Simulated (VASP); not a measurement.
# Mg (P6_3/mmc) in VASP: a series of runs

The runs below take Mg through single point, with PBEsol+D4, RPBE+D4, PBEsol, LDA.

Program: VASP 6.6.1. These are calculated values, not measurements. Logs are shortened: lines on timing, memory, paths and dates and some standing lists are left out, and cuts for length are marked.

## 1. The cell of the first run

Symmetry: P6_3/mmc, No. 194, hexagonal system. The conventional cell has a = 3.188 Å, b = 3.188 Å, c = 5.175 Å, α = 90.00°, β = 90.00°, γ = 120.00°. Mg (site symmetry -6m2) has 12 Mg at 3.18 to 3.19 Å within 4.2 Å.

## 2. Single point, PBEsol+D4

INCAR reads:

```
SYSTEM = Mg
PREC     = Accurate       ! precision mode
ENCUT    = 520            ! plane-wave cutoff, eV
EDIFF    = 1E-7           ! SCF threshold, eV
ISMEAR   = -1             ! smearing method
SIGMA    = 0.05           ! smearing width, eV
LREAL    = .False.        ! projectors in reciprocal space
LASPH    = .True.         ! aspherical terms in the spheres
NELM     = 100            ! most SCF steps
ALGO     = Fast           ! electronic algorithm
ISIF     = 2              ! what is computed and relaxed
LWAVE    = .False.        ! write WAVECAR
LCHARG   = .False.        ! write CHGCAR
GGA      = PS             ! functional
IVDW     = 13             ! dispersion correction
NBANDS   = 9              ! bands
```

KPOINTS reads:

```
regular mesh
0
Gamma
  10 10 5
  0 0 0
```

POSCAR reads:

```
Mg
1.0
    3.1877604248      0.0000000000      0.0000000000
   -1.5938802124      2.7606815091      0.0000000000
    0.0000000000      0.0000000000      5.1753304900
Mg
2
Direct
    0.6666666667      0.3333333333      0.7500000000
    0.3333333333      0.6666666667      0.2500000000
```

Potentials or basis: VASP PAW PBE potentials, release 64 (Mg).

On the command line:

```
$ cat potpaw_PBE.64/Mg/POTCAR > POTCAR
$ mpirun -np 1 vasp_std > vasp.out
```

OUTCAR:

```text
SYSTEM = Mg
   PREC = Accurate
   ENCUT = 520
   EDIFF = 1E-7
   ISMEAR = -1
   LREAL = .False.
   LASPH = .True.
   NELM = 100
   ISIF = 2
   GGA = PS
   IVDW = 13

 ion  position               nearest neighbor table
   1  0.667  0.333  0.750-   2 3.18   2 3.18   2 3.18   2 3.18   2 3.18   2 3.18
   2  0.333  0.667  0.250-   1 3.18   1 3.18   1 3.18   1 3.18   1 3.18   1 3.18

  LATTYP: Found a hexagonal cell.
 ALAT       =     3.1877604248
 C/A-ratio  =     1.6235004518

  Lattice vectors:

 A1 = (   3.1877604248,   0.0000000000,   0.0000000000)
 A2 = (  -1.5938802124,   2.7606815091,   0.0000000000)
 A3 = (   0.0000000000,   0.0000000000,   5.1753304900)

Analysis of symmetry for initial positions (statically):
=====================================================================
 Subroutine PRICEL returns:
 Original cell was already a primitive cell.

 Routine SETGRP: Setting up the symmetry group for a
 hexagonal supercell.

 Subroutine GETGRP returns: Found 24 space group operations
 (whereof 12 operations were pure point group operations)
 out of a pool of 24 trial point group operations.

The static configuration has the point symmetry D_3d.
 The point group associated with its full space group is D_6h.

Analysis of symmetry for dynamics (positions and initial velocities):
=====================================================================
 Subroutine PRICEL returns:
 Original cell was already a primitive cell.

 Routine SETGRP: Setting up the symmetry group for a
 hexagonal supercell.

 Subroutine GETGRP returns: Found 24 space group operations
 (whereof 12 operations were pure point group operations)
 out of a pool of 24 trial point group operations.

The dynamic configuration has the point symmetry D_3d.
 The point group associated with its full space group is D_6h.

 Subroutine INISYM returns: Found 24 space group operations
 (whereof 12 operations are pure point group operations),
 and found     1 'primitive' translations

----------------------------------------------------------------------------------------

                                     Primitive cell

  volume of cell :      45.5449

  direct lattice vectors                    reciprocal lattice vectors
     3.187760425  0.000000000  0.000000000     0.313699860  0.181114699  0.000000000
    -1.593880212  2.760681509  0.000000000     0.000000000  0.362229398  0.000000000
     0.000000000  0.000000000  5.175330490     0.000000000  0.000000000  0.193224375

  length of vectors
     3.187760425  3.187760425  5.175330490     0.362229398  0.362229398  0.193224375

  position of ions in fractional coordinates (direct lattice)
     0.666666667  0.333333333  0.750000000
     0.333333333  0.666666667  0.250000000

  ion indices of the primitive-cell ions
   primitive index   ion index
                 1           1
                 2           2

----------------------------------------------------------------------------------------

 KPOINTS: regular mesh

Automatic generation of k-mesh.
 Grid dimensions read from file:
 generate k-points for:   10   10    5

 Generating k-lattice:

  Cartesian coordinates                     Fractional coordinates (reciprocal lattice)
     0.031369986  0.018111470  0.000000000     0.100000000  0.000000000  0.000000000
     0.000000000  0.036222940  0.000000000     0.000000000  0.100000000  0.000000000
     0.000000000  0.000000000  0.038644875     0.000000000  0.000000000  0.200000000

  Length of vectors
     0.036222940  0.036222940  0.038644875

  Shift w.r.t. Gamma in fractional coordinates (k-lattice)
     0.000000000  0.000000000  0.000000000

 Subroutine IBZKPT returns following result:
 ===========================================

 Found     42 irreducible k-points:

 Following reciprocal coordinates:
            Coordinates               Weight
  0.000000  0.000000  0.000000      1.000000
  0.100000  0.000000  0.000000      6.000000
  0.200000  0.000000  0.000000      6.000000
  0.300000  0.000000  0.000000      6.000000
  0.400000  0.000000  0.000000      6.000000
  0.500000  0.000000  0.000000      3.000000
[... 16 lines left out ...]
  0.300000  0.100000  0.200000     24.000000
  0.400000  0.100000  0.200000     24.000000
 [... further k-points ...]
   k-points           NKPTS =     42   k-points in BZ     NKDIM =     42   number of bands    NBANDS=      9
   number of dos      NEDOS =    301   number of ions     NIONS =      2
   total plane-waves  NPLWV =  23040
   dimension x,y,z NGX =    24 NGY =   24 NGZ =   40
   dimension x,y,z NGXF=    48 NGYF=   48 NGZF=   80
   ions per type =               2
   NGX,Y,Z   is equivalent  to a cutoff of  12.52, 12.52, 12.85 a.u.
   NGXF,Y,Z  is equivalent  to a cutoff of  25.03, 25.03, 25.70 a.u.
 SYSTEM =  Mg
   PREC   = accura    normal or accurate (medium, high low for compatibility)
   ISTART =      0    job   : 0-new  1-cont  2-samecut
   ICHARG =      2    charge: 1-file 2-atom 10-const
[... 31 lines left out ...]
   GGA     = PS    functional components
   LHFCALC =     F    Hartree Fock is set to
   AEXX    =    0.0000 exact exchange contribution
   IVDW    =    13    specifies the selected vdW correction
   LEPSILON=     F    determine dielectric tensor
   LRPA    =     F    only Hartree local field effects (RPA)
 non-spin polarized calculation
 RMM-DIIS sequential band-by-band and
  energy-cutoff  :      520.00
  volume of cell :       45.54
 maximum number of plane-waves:      1244
 NGX is ok and might be reduce to    24
   NGX = 11   NGY = 11   NGZ = 19

 number of electron       4.0000000 magnetization

 Free energy of the ion-electron system (eV)
  ---------------------------------------------------
  ext. energy  EPLUGINS =         0.00000000
  ---------------------------------------------------
  free energy    TOTEN  =        -3.44126796 eV

  energy without entropy =       -3.42965198  energy(sigma->0) =       -3.43545997

 E-fermi :   2.6609     XC(G=0):  -8.5589

 val. band max:        2.6205979103   @ k =   0.4000   0.1000   0.4000
 cond. band min:       2.6854335937   @ k =   0.3000   0.3000   0.0000
 fundamental gap:      0.0648356834
 Fermi energy:         2.6609386067

 k-point     1 :       0.0000    0.0000    0.0000
  band No.  band energies     occupation
      1      -4.3300      2.00000
      2       0.9359      2.00000
      3       1.3954      2.00000
      4      13.6058      0.00000
      5      13.6058      0.00000
      6      13.7397      0.00000
      7      13.7397      0.00000
      8      14.4990      0.00000
      9      16.1450      0.00000

 k-point     2 :       0.1000    0.0000    0.0000
  band No.  band energies     occupation
      1      -4.1322      2.00000
      2       1.1166      2.00000
      3       1.5873      2.00000
      4      10.8170      0.00000
      5      12.1863      0.00000
      6      12.9869      0.00000
      7      15.3890      0.00000
      8      15.4077      0.00000
      9      15.5318      0.00000

 k-point     3 :       0.2000    0.0000    0.0000
  band No.  band energies     occupation
      1      -3.5412      2.00000
      2       1.6588      2.00000
      3       2.1510      1.99993
      4       7.8344      0.00000
      5      11.0289      0.00000
      6      11.4798      0.00000
      7      12.5683      0.00000
      8      13.8145      0.00000
      9      15.5760      0.00000

 k-point     4 :       0.3000    0.0000    0.0000
  band No.  band energies     occupation
      1      -2.5646      2.00000
      2       2.5638      1.74934
      3       3.0014      0.00220
      4       5.2079      0.00000
      5       9.8071      0.00000
      6       9.8585      0.00000
      7      10.2038      0.00000
      8      12.1643      0.00000
      9      14.6452      0.00000
[... 205 lines left out ...]
 k-point    22 :       0.2000    0.1000    0.2000
  band No.  band energies     occupation
      1      -2.7321      2.00000
      2       0.5283      2.00000
      3       4.7025      0.00000
      4       6.8022      0.00000
      5       8.4770      0.00000
      6       9.9546      0.00000
      7      11.5806      0.00000
      8      13.5402      0.00000
      9      13.8523      0.00000

 k-point    23 :       0.3000    0.1000    0.2000
  band No.  band energies     occupation
      1      -1.5716      2.00000
      2       1.6257      2.00000
      3       4.0645      0.00000
      4       5.9376      0.00000
      5       7.0193      0.00000
      6       8.2452      0.00000
      7      10.7836      0.00000
      8      11.6558      0.00000
      9      13.5618      0.00000

 k-point    24 :       0.4000    0.1000    0.2000
  band No.  band energies     occupation
      1      -0.0497      2.00000
      2       1.7686      2.00000
      3       3.2416      0.00002
      4       4.9883      0.00000
      5       6.9418      0.00000
      6       7.9577      0.00000
      7       9.4837      0.00000
      8      10.7419      0.00000
      9      13.2513      0.00000

 [... further k-points ...]

------------------------ aborting loop because EDIFF is reached ----------------------------------------

  DFT-D4 for vdW energy calculation

  Edisp (eV):   -0.08803

  FORCE on cell =-STRESS in cart. coord.  units (eV):
  Direction    XX          YY          ZZ          XY          YZ          ZX
  --------------------------------------------------------------------------------------
  -------------------------------------------------------------------------------------
  Total      -0.31110    -0.31110     0.00639     0.00000     0.00000     0.00000
  in kB     -10.94378   -10.94378     0.22475     0.00000     0.00000     0.00000
  external pressure =       -7.22 kB  Pullay stress =        0.00 kB

 VOLUME and BASIS-vectors are now :
 -----------------------------------------------------------------------------
  energy-cutoff  :      520.00
  volume of cell :       45.54
      direct lattice vectors                 reciprocal lattice vectors
     3.187760425  0.000000000  0.000000000     0.313699860  0.181114699  0.000000000
    -1.593880212  2.760681509  0.000000000     0.000000000  0.362229398  0.000000000
     0.000000000  0.000000000  5.175330490     0.000000000  0.000000000  0.193224375

 POSITION                                       TOTAL-FORCE (eV/Angst)
 -----------------------------------------------------------------------------------
      1.59388      0.92023      3.88150        -0.000000      0.000000      0.000000
     -0.00000      1.84045      1.29383         0.000000     -0.000000      0.000000
 -----------------------------------------------------------------------------------
    total drift:                                0.000000     -0.000000      0.000000

  FREE ENERGIE OF THE ION-ELECTRON SYSTEM (eV)
  ---------------------------------------------------
  free  energy   TOTEN  =        -3.5292973193 eV

  energy  without entropy=       -3.5176813449  energy(sigma->0) =       -3.52348933
```

Run time: 7.2 s. Hardware: 1 thread of Intel Xeon 6975P-C, shared host; peak memory 0.15 GiB.

Results:

```yaml
Free_energy: -3.5293 eV
Pressure: -0.7 GPa
Band_gap_on_the_k_mesh: zero (band 2 reaches 3.29 eV, above the bottom of band 3 at 1.40 eV)
Dispersion_energy_per_atom: -0.044 eV
```

Levels at points of the mesh, in eV from the Fermi level:
```tsv
k point	band 1	band 2	band 3	band 4	band 5	band 6	band 7
(0.00, 0.00, 0.00)	-6.99	-1.73	-1.27	10.94	10.94	11.08	11.08
(0.50, 0.00, 0.00)	-2.19	-2.16	2.64	2.99	3.27	3.69	6.88
```

Caveat: the PAW data sets were made with another functional, which shifts forces and pressure a little; pairwise dispersion overbinds metals, which lowers pressure and volume.

## 3. Single point, RPBE+D4

This run uses another cell than the first one, of 22.31 Å³/atom, 0.980 times its volume.

INCAR reads:

```
SYSTEM = Mg
PREC = Accurate
ENCUT = 520
EDIFF = 1E-6
ISMEAR = -1
SIGMA = 0.05
LREAL = .False.
LASPH = .True.
NELM = 100
ALGO = Fast
ISIF = 2
LWAVE = .False.
LCHARG = .True.
GGA = RP
IVDW = 13
LELF = .True.
LVHAR = .True.
NBANDS = 9
```

KPOINTS is that of step 2.

POSCAR reads:

```
Mg
1.0
    3.1659257641      0.0000000000      0.0000000000
   -1.5829628820      2.7417721382      0.0000000000
    0.0000000000      0.0000000000      5.1398819084
Mg
2
Direct
    0.6666666667      0.3333333333      0.7500000000
    0.3333333333      0.6666666667      0.2500000000
```

Potentials or basis: VASP PAW PBE potentials, release 64 (Mg).

On the command line:

```
$ cat potpaw_PBE.64/Mg/POTCAR > POTCAR
$ mpirun -np 1 vasp_std > vasp.out
```

Run time: 8.2 s. Hardware: 1 thread of Intel Xeon 6975P-C, shared host; peak memory 0.16 GiB.

The run converged. Its results:

```
Free energy                : -2.9658 eV
Pressure                   : 1.2 GPa
Band gap on the k mesh     : zero (band 2 reaches 3.52 eV, above the bottom of band 3 at 1.68 eV)
Dispersion energy per atom : -0.153 eV
```

Stress tensor (GPa, compression positive):
```
0.83 0.00 0.00
0.00 0.83 0.00
0.00 0.00 1.84
```

Levels at points of the mesh, in eV from the Fermi level:
```
           k point  band 1  band 2  band 3  band 4  band 5  band 6
(0.00, 0.00, 0.00)   -7.09   -1.79   -1.24   11.09   11.09   11.30
(0.50, 0.00, 0.00)   -2.24   -2.17    2.67    2.97    3.36    3.75
```

Caveat: the PAW data sets were made with another functional, which shifts forces and pressure a little; pairwise dispersion overbinds metals, which lowers pressure and volume.

## 4. Single point, RPBE+D4

INCAR reads:

```
SYSTEM = Mg
PREC = Accurate
ENCUT = 520
EDIFF = 1E-6
ISMEAR = -1
SIGMA = 0.05
LREAL = .FALSE.
LASPH = .TRUE.
NELM = 80
ALGO = Fast
ISIF = 2
LWAVE = .FALSE.
LCHARG = .FALSE.
GGA = RP
IVDW = 13
NBANDS = 9
```

KPOINTS reads:

```
regular mesh
0
G
  10 10 5
  0 0 0
```

POSCAR reads:

```
Mg
1.0
    3.1877604248      0.0000000000      0.0000000000
   -1.5938802124      2.7606815091      0.0000000000
    0.0000000000      0.0000000000      5.1753304900
Mg
2
Direct
    0.6666666667      0.3333333333      0.7500000000
    0.3333333333      0.6666666667      0.2500000000
```

On the command line:

```
$ cat potpaw_PBE.64/Mg/POTCAR > POTCAR
$ mpirun -np 1 vasp_std > vasp.out
```

Run time: 7.8 s. Hardware: 1 thread of Intel Xeon 6975P-C, shared host; peak memory 0.16 GiB.

It converged, with:

| Quantity | Value |
| --- | --- |
| Free energy | -2.9702 eV |
| Pressure | 0.4 GPa |
| Band gap on the k mesh | zero (band 2 reaches 3.42 eV, above the bottom of band 3 at 1.57 eV) |
| Dispersion energy per atom | -0.150 eV |

Stress tensor (GPa, compression positive):
```
0.01 0.00 0.00
0.00 0.01 0.00
0.00 0.00 1.04
```

Levels at points of the mesh, in eV from the Fermi level:
| k point | band 1 | band 2 | band 3 | band 4 | band 5 |
| --- | --- | --- | --- | --- | --- |
| (0.00, 0.00, 0.00) | -6.99 | -1.75 | -1.24 | 10.97 | 10.97 |
| (0.50, 0.00, 0.00) | -2.20 | -2.16 | 2.64 | 2.97 | 3.30 |

Caveat: the PAW data sets were made with another functional, which shifts forces and pressure a little; pairwise dispersion overbinds metals, which lowers pressure and volume.

## 5. Single point, PBEsol

This run uses another cell than the first one, of 22.31 Å³/atom, 0.980 times its volume.

INCAR, as its differences from that of step 4:

```diff
@@ -9,3 +9,3 @@
 NELM = 80
-ALGO = Fast
+ALGO = Normal
 ISIF = 2
@@ -13,4 +13,3 @@
 LCHARG = .FALSE.
-GGA = RP
-IVDW = 13
+GGA = PS
 NBANDS = 9
```

KPOINTS is that of step 4.

POSCAR reads:

```
Mg
1.0
    3.1659257641      0.0000000000      0.0000000000
   -1.5829628820      2.7417721382      0.0000000000
    0.0000000000      0.0000000000      5.1398819084
Mg
2
Direct
    0.6666666667      0.3333333333      0.7500000000
    0.3333333333      0.6666666667      0.2500000000
```

On the command line:

```
$ cat potpaw_PBE.64/Mg/POTCAR > POTCAR
$ mpirun -np 1 vasp_std > vasp.out
```

Wall time 6.7 s (1 thread of Intel Xeon 6975P-C, shared host); peak memory 0.16 GiB.

The run converged. Its results:

```
Free energy            : -3.4414 eV
Pressure               : 0.4 GPa
Band gap on the k mesh : zero (band 2 reaches 3.39 eV, above the bottom of band 3 at 1.50 eV)
```

Stress tensor (GPa, compression positive):
```
0.00 0.00 0.00
0.00 0.00 0.00
0.00 0.00 1.09
```

Levels at points of the mesh, in eV from the Fermi level:
| k point | band 1 | band 2 | band 3 | band 4 | band 5 | band 6 | band 7 |
| --- | --- | --- | --- | --- | --- | --- | --- |
| (0.00, 0.00, 0.00) | -7.08 | -1.76 | -1.27 | 11.06 | 11.06 | 11.24 | 11.24 |
| (0.50, 0.00, 0.00) | -2.22 | -2.18 | 2.67 | 3.00 | 3.33 | 3.74 | 6.99 |

Caveat: the PAW data sets were made with another functional, which shifts forces and pressure a little.

## 6. Single point, LDA

This run uses another cell than the first one, of 23.70 Å³/atom, 1.041 times its volume.

INCAR reads:

```
SYSTEM = Mg
PREC = Accurate
ENCUT = 520
EDIFF = 1E-7
ISMEAR = -1
SIGMA = 0.05
LREAL = .FALSE.
LASPH = .TRUE.
NELM = 100
ALGO = Fast
ISIF = 2
LWAVE = .FALSE.
LCHARG = .FALSE.
NBANDS = 9
```

KPOINTS reads:

```
Automatic mesh
0
G
  10 10 5
  0 0 0
```

POSCAR reads:

```
Mg
1.0
    3.2305542618      0.0000000000      0.0000000000
   -1.6152771309      2.7977420591      0.0000000000
    0.0000000000      0.0000000000      5.2448063036
Mg
2
Direct
    0.6666666667      0.3333333333      0.7500000000
    0.3333333333      0.6666666667      0.2500000000
```

Potentials or basis: VASP PAW LDA potentials, release 64 (Mg).

On the command line:

```
$ cat potpaw_LDA.64/Mg/POTCAR > POTCAR
$ mpirun -np 1 vasp_std > vasp.out
```

Run time: 11 s. Hardware: 1 thread of Intel Xeon Platinum 8488C (Sapphire Rapids), shared host; peak memory 0.14 GiB.

It converged, with:

- Free energy: -3.5657 eV
- Pressure: -3.3 GPa
- Band gap on the k mesh: zero (band 2 reaches 3.00 eV, above the bottom of band 3 at 1.03 eV)

Stress tensor (GPa, compression positive):
```
-3.70  0.00  0.00
 0.00 -3.70  0.00
 0.00  0.00 -2.36
```

Levels at points of the mesh, in eV from the Fermi level:
```
           k point  band 1  band 2  band 3  band 4  band 5  band 6
(0.00, 0.00, 0.00)   -6.81   -1.62   -1.31   10.66   10.66   10.69
(0.50, 0.00, 0.00)   -2.15   -2.09    2.58    3.03    3.12    3.54
```

## 7. Overview

```tsv
level	potentials or basis	cell	gap on the mesh (eV)	pressure (GPa)
PBEsol+D4	VASP PAW PBE potentials, release 64 (Mg)	a = 3.188, b = 3.188, c = 5.175 Å, angles 90.0, 90.0, 120.0°, 2 atoms	none	-0.7
RPBE+D4	VASP PAW PBE potentials, release 64 (Mg)	a = 3.166, b = 3.166, c = 5.140 Å, angles 90.0, 90.0, 120.0°, 2 atoms	none	1.2
RPBE+D4	VASP PAW PBE potentials, release 64 (Mg)	a = 3.188, b = 3.188, c = 5.175 Å, angles 90.0, 90.0, 120.0°, 2 atoms	none	0.4
PBEsol	VASP PAW PBE potentials, release 64 (Mg)	a = 3.166, b = 3.166, c = 5.140 Å, angles 90.0, 90.0, 120.0°, 2 atoms	none	0.4
LDA	VASP PAW LDA potentials, release 64 (Mg)	a = 3.231, b = 3.231, c = 5.245 Å, angles 90.0, 90.0, 120.0°, 2 atoms	none	-3.3
```

Alike in all rows: task single point; no spin polarisation; k mesh 10 × 10 × 5; cutoff (eV) 520; smearing fermi-dirac 0.05 eV.

Caveats: the PAW data sets were made with another functional, which shifts forces and pressure a little (some runs); pairwise dispersion overbinds metals, which lowers pressure and volume (some runs).

Total energies depend on the potentials used, so only differences within one code and one set of settings carry meaning.
